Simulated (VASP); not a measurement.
# Ga2O3 (R-3c) in VASP: further runs

The runs below take Ga2O3 through relaxation of the atoms, single point, with PBE, HSE06.

All numbers are computed with VASP 6.6.1; they aren't measurements. Logs are shortened: lines on timing, memory, paths and dates and some standing lists are left out, and cuts for length are marked.

**1. The cell of the first run**

Symmetry: R-3c, No. 167, trigonal system. The conventional cell has a = 5.058 Å, b = 5.058 Å, c = 13.624 Å, α = 90.00°, β = 90.00°, γ = 120.00°. Within 2.6 Å of Ga (site symmetry 3) lie 6 O at 1.95 to 2.10 Å. O (site symmetry 2) has 4 Ga at 1.95 to 2.10 Å and 8 O at 2.66 to 2.88 Å within 2.9 Å.

**2. Relaxation of the atoms, PBE**

Input file INCAR:

```
  ALGO = Normal
  EDIFF = 1E-6
  EDIFFG = -0.01
  ENCUT = 520
  GGA = PE
  IBRION = 2
  ISIF = 2
  ISMEAR = -1
  LASPH = T
  LCHARG = F
  LREAL = Auto
  LUSENCCL = F
  LWAVE = F
  NELM = 100
  NSW = 100
  PREC = Accurate
  SIGMA = 0.01
```

Input file KPOINTS:

```
k-points
0
Gamma
  1 1 1
```

Input file POSCAR:

```
Ga2O3
1.0
    5.0579508901      2.9202093417      9.0826160107
   -5.0579508901      2.9202093417      9.0826160107
    0.0000000000     -5.8404185822      9.0826160433
Ga O
32 48
Direct
    0.4279206759      0.4279206759      0.4279206759
    0.3220793241      0.3220793241      0.3220793241
    0.0720793241      0.0720793241      0.0720793241
    0.1779206759      0.1779206759      0.1779206759
    0.4279206759      0.4279206759      0.9279206759
    0.3220793241      0.3220793241      0.8220793241
    0.0720793241      0.0720793241      0.5720793241
    0.1779206759      0.1779206759      0.6779206759
    0.4279206759      0.9279206759      0.4279206759
    0.3220793241      0.8220793241      0.3220793241
    0.0720793241      0.5720793241      0.0720793241
    0.1779206759      0.6779206759      0.1779206759
    0.4279206759      0.9279206759      0.9279206759
    0.3220793241      0.8220793241      0.8220793241
    0.0720793241      0.5720793241      0.5720793241
    0.1779206759      0.6779206759      0.6779206759
    0.9279206759      0.4279206759      0.4279206759
    0.8220793241      0.3220793241      0.3220793241
    0.5720793241      0.0720793241      0.0720793241
    0.6779206759      0.1779206759      0.1779206759
    0.9279206759      0.4279206759      0.9279206759
    0.8220793241      0.3220793241      0.8220793241
    0.5720793241      0.0720793241      0.5720793241
    0.6779206759      0.1779206759      0.6779206759
    0.9279206759      0.9279206759      0.4279206759
    0.8220793241      0.8220793241      0.3220793241
    0.5720793241      0.5720793241      0.0720793241
    0.6779206759      0.6779206759      0.1779206759
    0.9279206759      0.9279206759      0.9279206759
    0.8220793241      0.8220793241      0.8220793241
    0.5720793241      0.5720793241      0.5720793241
    0.6779206759      0.6779206759      0.6779206759
    0.3750000000      0.2234501549      0.0265498451
    0.2234501549      0.0265498451      0.3750000000
    0.0265498451      0.3750000000      0.2234501549
    0.1250000000      0.2765498451      0.4734501549
    0.4734501549      0.1250000000      0.2765498451
    0.2765498451      0.4734501549      0.1250000000
    0.3750000000      0.2234501549      0.5265498451
    0.2234501549      0.0265498451      0.8750000000
    0.0265498451      0.3750000000      0.7234501549
    0.1250000000      0.2765498451      0.9734501549
    0.4734501549      0.1250000000      0.7765498451
    0.2765498451      0.4734501549      0.6250000000
    0.3750000000      0.7234501549      0.0265498451
    0.2234501549      0.5265498451      0.3750000000
    0.0265498451      0.8750000000      0.2234501549
    0.1250000000      0.7765498451      0.4734501549
    0.4734501549      0.6250000000      0.2765498451
    0.2765498451      0.9734501549      0.1250000000
    0.3750000000      0.7234501549      0.5265498451
    0.2234501549      0.5265498451      0.8750000000
    0.0265498451      0.8750000000      0.7234501549
    0.1250000000      0.7765498451      0.9734501549
    0.4734501549      0.6250000000      0.7765498451
    0.2765498451      0.9734501549      0.6250000000
    0.8750000000      0.2234501549      0.0265498451
    0.7234501549      0.0265498451      0.3750000000
    0.5265498451      0.3750000000      0.2234501549
    0.6250000000      0.2765498451      0.4734501549
    0.9734501549      0.1250000000      0.2765498451
    0.7765498451      0.4734501549      0.1250000000
    0.8750000000      0.2234501549      0.5265498451
    0.7234501549      0.0265498451      0.8750000000
    0.5265498451      0.3750000000      0.7234501549
    0.6250000000      0.2765498451      0.9734501549
    0.9734501549      0.1250000000      0.7765498451
    0.7765498451      0.4734501549      0.6250000000
    0.8750000000      0.7234501549      0.0265498451
    0.7234501549      0.5265498451      0.3750000000
    0.5265498451      0.8750000000      0.2234501549
    0.6250000000      0.7765498451      0.4734501549
    0.9734501549      0.6250000000      0.2765498451
    0.7765498451      0.9734501549      0.1250000000
    0.8750000000      0.7234501549      0.5265498451
    0.7234501549      0.5265498451      0.8750000000
    0.5265498451      0.8750000000      0.7234501549
    0.6250000000      0.7765498451      0.9734501549
    0.9734501549      0.6250000000      0.7765498451
    0.7765498451      0.9734501549      0.6250000000
```

Potentials or basis: VASP PAW PBE potentials, release 64 (Ga_d, O).

On the command line:

```
cat potpaw_PBE.64/Ga_d/POTCAR potpaw_PBE.64/O/POTCAR > POTCAR
mpirun -np 1 vasp_gam > vasp.out
```

OUTCAR:

```text
EDIFF = 1E-6
   EDIFFG = -0.01
   ENCUT = 520
   GGA = PE
   IBRION = 2
   ISIF = 2
   ISMEAR = -1
   LASPH = T
   LREAL = Auto
   NELM = 100
   NSW = 100
   PREC = Accurate

 ion  position               nearest neighbor table
   1  0.428  0.428  0.428-  60 1.95  49 1.95  44 1.95  39 2.10  46 2.10  59 2.10   2 2.88
   2  0.322  0.322  0.322-  37 1.95  36 1.95  38 1.95  59 2.10  46 2.10  39 2.10   1 2.88
   3  0.072  0.072  0.072-  57 1.95  47 1.95  40 1.95  42 2.10  50 2.10  61 2.10   4 2.88
   4  0.178  0.178  0.178-  35 1.95  33 1.95  34 1.95  61 2.10  50 2.10  42 2.10   3 2.88
   5  0.428  0.428  0.928-  66 1.95  55 1.95  38 1.95  33 2.10  52 2.10  65 2.10   6 2.88
   6  0.322  0.322  0.822-  43 1.95  42 1.95  44 1.95  65 2.10  52 2.10  33 2.10   5 2.88
[... 81 lines left out ...]
 A1 = (   5.0579508901,   2.9202093417,   9.0826160107)
 A2 = (  -5.0579508901,   2.9202093417,   9.0826160107)
 A3 = (   0.0000000000,  -5.8404185822,   9.0826160433)

Analysis of symmetry for initial positions (statically):
=====================================================================
 Subroutine PRICEL returns following result:

  LATTYP: Found a trigonal (rhomboedric) cell.
 ALAT       =     5.3991759418
 COS(alpha) =     0.5612023824

  Lattice vectors:

 A1 = (   2.5289754450,   1.4601046709,   4.5413080054)
 A2 = (  -2.5289754450,   1.4601046709,   4.5413080054)
 A3 = (   0.0000000000,  -2.9202092911,   4.5413080216)

   8 primitive cells build up your supercell.

 Routine SETGRP: Setting up the symmetry group for a
 trigonal (rhombohedral) supercell.

 Subroutine GETGRP returns: Found 12 space group operations
 (whereof  6 operations were pure point group operations)
 out of a pool of 12 trial point group operations.

The static configuration has the point symmetry S_6 .
 The point group associated with its full space group is D_3d.

Analysis of symmetry for dynamics (positions and initial velocities):
=====================================================================
 Subroutine PRICEL returns following result:

  LATTYP: Found a trigonal (rhomboedric) cell.
 ALAT       =     5.3991759418
 COS(alpha) =     0.5612023824

  Lattice vectors:

 A1 = (   2.5289754450,   1.4601046709,   4.5413080054)
 A2 = (  -2.5289754450,   1.4601046709,   4.5413080054)
 A3 = (   0.0000000000,  -2.9202092911,   4.5413080216)

   8 primitive cells build up your supercell.

 Routine SETGRP: Setting up the symmetry group for a
 trigonal (rhombohedral) supercell.

 Subroutine GETGRP returns: Found 12 space group operations
 (whereof  6 operations were pure point group operations)
 out of a pool of 12 trial point group operations.

The dynamic configuration has the point symmetry S_6 .
 The point group associated with its full space group is D_3d.

 Subroutine INISYM returns: Found 12 space group operations
 (whereof  6 operations are pure point group operations),
[... 118 lines left out ...]
   LRPA    =     F    only Hartree local field effects (RPA)
 conjugate gradient relaxation of ions
 non-spin polarized calculation
  energy-cutoff  :      520.00
  volume of cell :      804.92
 maximum number of plane-waves:     10826
   NGX = 41   NGY = 41   NGZ = 41

--------------------------------------- Ionic step        1  -------------------------------------------

 number of electron     704.0000027 magnetization

 Free energy of the ion-electron system (eV)
  ---------------------------------------------------
  ext. energy  EPLUGINS =         0.00000000
  ---------------------------------------------------
  free energy    TOTEN  =      -474.21695432 eV

  energy without entropy =     -474.21695432  energy(sigma->0) =     -474.21695432

------------------------ aborting loop because EDIFF is reached ----------------------------------------

  FORCE on cell =-STRESS in cart. coord.  units (eV):
  Direction    XX          YY          ZZ          XY          YZ          ZX
  --------------------------------------------------------------------------------------
  -------------------------------------------------------------------------------------
  Total        3.2331280      3.2331280      0.1765307      0.0000000     -0.0000000      0.0000000
  in kB        6.4355059      6.4355059      0.3513825      0.0000000     -0.0000000      0.0000000
  external PRESSURE =       4.4074648 kB  Pullay stress =       0.0000000 kB

 VOLUME and BASIS-vectors are now :
 -----------------------------------------------------------------------------
  energy-cutoff  :      520.00
  volume of cell :      804.92
      direct lattice vectors                 reciprocal lattice vectors
     5.057950890  2.920209342  9.082616011     0.098854262  0.057073535  0.036700146
    -5.057950890  2.920209342  9.082616011    -0.098854262  0.057073535  0.036700146
     0.000000000 -5.840418582  9.082616043     0.000000000 -0.114147069  0.036700146

 POSITION                                       TOTAL-FORCE (eV/Angst)
 -----------------------------------------------------------------------------------
      0.00000      0.00000     11.65992         0.000000      0.000000      0.014464
      0.00000      0.00000      8.77597         0.000000     -0.000000     -0.014464
      0.00000      0.00000      1.96401         0.000000     -0.000000     -0.014464
      0.00000      0.00000      4.84796         0.000000      0.000000      0.014464
      0.00000     -2.92021     16.20123         0.000000      0.000000      0.014464
      0.00000     -2.92021     13.31728         0.000000     -0.000000     -0.014464
[... 72 lines left out ...]
      1.76244      0.13243     21.57121        -0.025497     -0.044163      0.000000
     -0.99591      1.46010     21.57121         0.050995     -0.000000     -0.000000
 -----------------------------------------------------------------------------------
    total drift:                               -0.000000      0.000000     -0.000000

  FREE ENERGIE OF THE ION-ELECTRON SYSTEM (eV)
  ---------------------------------------------------
  free  energy   TOTEN  =      -474.2169543193 eV

  energy  without entropy=     -474.2169543193  energy(sigma->0) =     -474.21695432

--------------------------------------- Ionic step        2  -------------------------------------------

 number of electron     704.0000051 magnetization

 Free energy of the ion-electron system (eV)
  ---------------------------------------------------
  ext. energy  EPLUGINS =         0.00000000
  ---------------------------------------------------
  free energy    TOTEN  =      -474.22065048 eV

  energy without entropy =     -474.22065048  energy(sigma->0) =     -474.22065048

 E-fermi :   4.3121     XC(G=0): -11.9589

 val. band max:        3.9738655789   @ k =   0.0000   0.0000   0.0000
 cond. band min:       6.4992975983   @ k =   0.0000   0.0000   0.0000
 fundamental gap:      2.5254320194
 Fermi energy:         4.3121116200

 k-point     1 :       0.0000    0.0000    0.0000
  band No.  band energies     occupation
      1     -14.5635      2.00000
      2     -13.7333      2.00000
      3     -13.7333      2.00000
      4     -13.7133      2.00000
      5     -13.7133      2.00000
      6     -13.7133      2.00000
[... 356 lines left out ...]
    363      10.2310      0.00000
    364      10.2310      0.00000
 [bands above 364 left out]

------------------------ aborting loop because EDIFF is reached ----------------------------------------

  FORCE on cell =-STRESS in cart. coord.  units (eV):
  Direction    XX          YY          ZZ          XY          YZ          ZX
  --------------------------------------------------------------------------------------
  -------------------------------------------------------------------------------------
  Total        3.3081931      3.3081931      0.0445365      0.0000000     -0.0000000     -0.0000000
  in kB        6.5849221      6.5849221      0.0886493      0.0000000     -0.0000000     -0.0000000
  external PRESSURE =       4.4194978 kB  Pullay stress =       0.0000000 kB

 VOLUME and BASIS-vectors are now :
 -----------------------------------------------------------------------------
  energy-cutoff  :      520.00
  volume of cell :      804.92
      direct lattice vectors                 reciprocal lattice vectors
     5.057950890  2.920209342  9.082616011     0.098854262  0.057073535  0.036700146
    -5.057950890  2.920209342  9.082616011    -0.098854262  0.057073535  0.036700146
     0.000000000 -5.840418582  9.082616043     0.000000000 -0.114147069  0.036700146

 POSITION                                       TOTAL-FORCE (eV/Angst)
 -----------------------------------------------------------------------------------
      0.00000      0.00000     11.66062         0.000000     -0.000000     -0.002404
      0.00000      0.00000      8.77527         0.000000      0.000000      0.002404
      0.00000      0.00000      1.96331         0.000000      0.000000      0.002404
      0.00000      0.00000      4.84865         0.000000     -0.000000     -0.002404
      0.00000     -2.92021     16.20192         0.000000     -0.000000     -0.002404
      0.00000     -2.92021     13.31658         0.000000      0.000000      0.002404
[... 72 lines left out ...]
      1.76121      0.13030     21.57121        -0.004602     -0.007970      0.000000
     -0.99345      1.46010     21.57121         0.009203      0.000000     -0.000000
 -----------------------------------------------------------------------------------
    total drift:                               -0.000000      0.000000     -0.000000

  FREE ENERGIE OF THE ION-ELECTRON SYSTEM (eV)
  ---------------------------------------------------
  free  energy   TOTEN  =      -474.2206504837 eV

  energy  without entropy=     -474.2206504837  energy(sigma->0) =     -474.22065048

 reached required accuracy - stopping structural energy minimisation
```

Wall time 3.8 min (1 × NVIDIA H100 80GB with 1 thread of Intel Xeon Platinum 8481C at 2.70GHz (Sapphire Rapids), shared host); peak memory 1.7 GiB.

Results:

- Free energy: -474.2207 eV
- Energy gained by relaxing: 0.0 meV/atom
- Ionic steps: 2
- Pressure after relaxing: 0.4 GPa
- Largest force after relaxing: 0.009 eV/Å
- Band gap on the k mesh: 2.53 eV

Forces on the atoms (eV/Å):
```
Ga   0.000  0.000 -0.002
Ga   0.000  0.000  0.002
Ga   0.000  0.000  0.002
Ga   0.000  0.000 -0.002
Ga   0.000  0.000 -0.002
Ga   0.000  0.000  0.002
Ga   0.000  0.000  0.002
Ga   0.000  0.000 -0.002
Ga   0.000  0.000 -0.002
Ga   0.000  0.000  0.002
Ga   0.000  0.000  0.002
Ga   0.000  0.000 -0.002
Ga   0.000  0.000 -0.002
Ga   0.000  0.000  0.002
Ga   0.000  0.000  0.002
Ga   0.000  0.000 -0.002
Ga   0.000  0.000 -0.002
Ga   0.000  0.000  0.002
Ga   0.000  0.000  0.002
Ga   0.000  0.000 -0.002
Ga   0.000  0.000 -0.002
Ga   0.000  0.000  0.002
Ga   0.000  0.000  0.002
Ga   0.000  0.000 -0.002
Ga   0.000  0.000 -0.002
Ga   0.000  0.000  0.002
Ga   0.000  0.000  0.002
Ga   0.000  0.000 -0.002
Ga   0.000  0.000 -0.002
Ga   0.000  0.000  0.002
Ga   0.000  0.000  0.002
Ga   0.000  0.000 -0.002
O    0.005 -0.008  0.000
O   -0.009  0.000  0.000
O    0.005  0.008  0.000
O   -0.005  0.008  0.000
O   -0.005 -0.008  0.000
O    0.009  0.000  0.000
O    0.005 -0.008  0.000
O   -0.009  0.000  0.000
O    0.005  0.008  0.000
O   -0.005  0.008  0.000
O   -0.005 -0.008  0.000
O    0.009  0.000  0.000
O    0.005 -0.008  0.000
O   -0.009  0.000  0.000
O    0.005  0.008  0.000
O   -0.005  0.008  0.000
O   -0.005 -0.008  0.000
O    0.009  0.000  0.000
O    0.005 -0.008  0.000
O   -0.009  0.000  0.000
O    0.005  0.008  0.000
O   -0.005  0.008  0.000
O   -0.005 -0.008  0.000
O    0.009  0.000  0.000
O    0.005 -0.008  0.000
O   -0.009  0.000  0.000
O    0.005  0.008  0.000
O   -0.005  0.008  0.000
O   -0.005 -0.008  0.000
O    0.009  0.000  0.000
O    0.005 -0.008  0.000
O   -0.009  0.000  0.000
O    0.005  0.008  0.000
O   -0.005  0.008  0.000
O   -0.005 -0.008  0.000
O    0.009  0.000  0.000
O    0.005 -0.008  0.000
O   -0.009  0.000  0.000
O    0.005  0.008  0.000
O   -0.005  0.008  0.000
O   -0.005 -0.008  0.000
O    0.009  0.000  0.000
O    0.005 -0.008  0.000
O   -0.009  0.000  0.000
O    0.005  0.008  0.000
O   -0.005  0.008  0.000
O   -0.005 -0.008  0.000
O    0.009  0.000  0.000
```

The path:
| step | energy change (eV) | largest force (eV/Å) | pressure (GPa) |
| --- | --- | --- | --- |
| 1 | 0.0000 | 0.0510 | 0.44 |
| 2 | -0.0037 | 0.0092 | 0.44 |

Final structure:
```
CELL_PARAMETERS angstrom
5.05795 2.92021 9.08262
-5.05795 2.92021 9.08262
0.00000 -5.84042 9.08262
ATOMIC_POSITIONS crystal
Ga 0.42795 0.42795 0.42795
Ga 0.32205 0.32205 0.32205
Ga 0.07205 0.07205 0.07205
Ga 0.17795 0.17795 0.17795
Ga 0.42795 0.42795 0.92795
Ga 0.32205 0.32205 0.82205
Ga 0.07205 0.07205 0.57205
Ga 0.17795 0.17795 0.67795
Ga 0.42795 0.92795 0.42795
Ga 0.32205 0.82205 0.32205
Ga 0.07205 0.57205 0.07205
Ga 0.17795 0.67795 0.17795
Ga 0.42795 0.92795 0.92795
Ga 0.32205 0.82205 0.82205
Ga 0.07205 0.57205 0.57205
Ga 0.17795 0.67795 0.67795
Ga 0.92795 0.42795 0.42795
Ga 0.82205 0.32205 0.32205
Ga 0.57205 0.07205 0.07205
Ga 0.67795 0.17795 0.17795
Ga 0.92795 0.42795 0.92795
Ga 0.82205 0.32205 0.82205
Ga 0.57205 0.07205 0.57205
Ga 0.67795 0.17795 0.67795
Ga 0.92795 0.92795 0.42795
Ga 0.82205 0.82205 0.32205
Ga 0.57205 0.57205 0.07205
Ga 0.67795 0.67795 0.17795
Ga 0.92795 0.92795 0.92795
Ga 0.82205 0.82205 0.82205
Ga 0.57205 0.57205 0.57205
Ga 0.67795 0.67795 0.67795
O 0.37500 0.22321 0.02679
O 0.22321 0.02679 0.37500
O 0.02679 0.37500 0.22321
O 0.12500 0.27679 0.47321
O 0.47321 0.12500 0.27679
O 0.27679 0.47321 0.12500
O 0.37500 0.22321 0.52679
O 0.22321 0.02679 0.87500
O 0.02679 0.37500 0.72321
O 0.12500 0.27679 0.97321
O 0.47321 0.12500 0.77679
O 0.27679 0.47321 0.62500
O 0.37500 0.72321 0.02679
O 0.22321 0.52679 0.37500
O 0.02679 0.87500 0.22321
O 0.12500 0.77679 0.47321
O 0.47321 0.62500 0.27679
O 0.27679 0.97321 0.12500
O 0.37500 0.72321 0.52679
O 0.22321 0.52679 0.87500
O 0.02679 0.87500 0.72321
O 0.12500 0.77679 0.97321
O 0.47321 0.62500 0.77679
O 0.27679 0.97321 0.62500
O 0.87500 0.22321 0.02679
O 0.72321 0.02679 0.37500
O 0.52679 0.37500 0.22321
O 0.62500 0.27679 0.47321
O 0.97321 0.12500 0.27679
O 0.77679 0.47321 0.12500
O 0.87500 0.22321 0.52679
O 0.72321 0.02679 0.87500
O 0.52679 0.37500 0.72321
O 0.62500 0.27679 0.97321
O 0.97321 0.12500 0.77679
O 0.77679 0.47321 0.62500
O 0.87500 0.72321 0.02679
O 0.72321 0.52679 0.37500
O 0.52679 0.87500 0.22321
O 0.62500 0.77679 0.47321
O 0.97321 0.62500 0.27679
O 0.77679 0.97321 0.12500
O 0.87500 0.72321 0.52679
O 0.72321 0.52679 0.87500
O 0.52679 0.87500 0.72321
O 0.62500 0.77679 0.97321
O 0.97321 0.62500 0.77679
O 0.77679 0.97321 0.62500
```

Levels at points of the mesh, in eV from the valence-band top:
```tsv
k point	band 349	band 350	band 351	band 352	band 353	band 354	band 355	band 356
(0.00, 0.00, 0.00)	0.00	0.00	0.00	0.00	2.53	5.61	5.61	6.14
```

Caveat: the k points lie up to 0.75 Å⁻¹ apart; an odd mesh through Γ misses points on the zone boundary, where band edges can lie.

[end of part 1 of 2]
